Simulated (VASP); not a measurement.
ZnSe (Stilleite), 2 atoms in the cell. The structure is cubic, space group F-43m (No. 216). Conventional cell: a = 5.668 Å, b = 5.668 Å, c = 5.668 Å, α = 90.00°, β = 90.00°, γ = 90.00°. Se (site symmetry -43m) has 4 Zn at 2.45 Å within 3.2 Å. Within 3.2 Å of Zn (site symmetry -43m) lie 4 Se at 2.45 Å. 

- Program: VASP 6.6.1
- Task: single point
- Functional: PBE
- Potentials or basis: VASP PAW PBE potentials, release 64 (Se, Zn)
- Cutoff: 520 eV
- k mesh: 8 × 8 × 8
- Occupations: gaussian, width 0.03 eV
- Spin: no spin polarisation
- Dipole correction: no
- Further INCAR settings: ALGO = Normal; EDIFF = 1e-07; NBANDS = 16

Potentials or basis: VASP PAW PBE potentials, release 64 (Se, Zn).

Command:

```bash
$ cat potpaw_PBE.64/Se/POTCAR potpaw_PBE.64/Zn/POTCAR > POTCAR
$ mpirun -np 1 vasp_std > vasp.out
```

Hardware: 1 thread of Intel(R) Xeon(R) Platinum 8559C (Emerald Rapids) (shared host).

Q: How long does it take, and how much memory?

A: It took 12 s on 1 thread of Intel(R) Xeon(R) Platinum 8559C (Emerald Rapids) (shared host), peak memory 0.17 GiB. Counts: scf iterations 14, k points 29.
